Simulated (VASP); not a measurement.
Runs of VASP 6.6.1 on SiB6. Symmetry: Pm-3m, No. 221, cubic system. The conventional cell has a = 4.130 Å, b = 4.130 Å, c = 4.130 Å, α = 90.00°, β = 90.00°, γ = 90.00°. Within 4.0 Å of Si (site symmetry m-3m) lie 24 B at 3.04 Å. B (site symmetry 4mm) has 5 B at 1.65 to 1.75 Å within 2.2 Å. 

| task | level | cell | gap on the mesh (eV) | pressure (GPa) | largest force (eV/Å) |
| --- | --- | --- | --- | --- | --- |
| electric field gradients | r2SCAN | as given | 0.15 | (b) | 0.02 |
| relaxation of the atoms | PBE | atoms relaxed | 0.11 | 0.3 | - |
| single point | PBE | as given | (a) | 0.3 | 0.02 |
| electric field gradients | PBE | as given | 0.50 | 4.1 | 2.71 |

Alike in all rows: potentials or basis VASP PAW PBE potentials, release 64 (Si, B); no spin polarisation; k mesh 7 × 7 × 7; cutoff (eV) 520; smearing fermi-dirac 0.05 eV.

Problem. Fill in the values left out.

Solution. (a) 0.12; (b) 0.1.

Caveats: the PAW data sets were made with another functional, which shifts forces and pressure a little (some runs); forces of over 1 eV/Å act on the atoms, so gaps and moduli don't describe the material at rest (some runs).

A k mesh can miss the band edges.
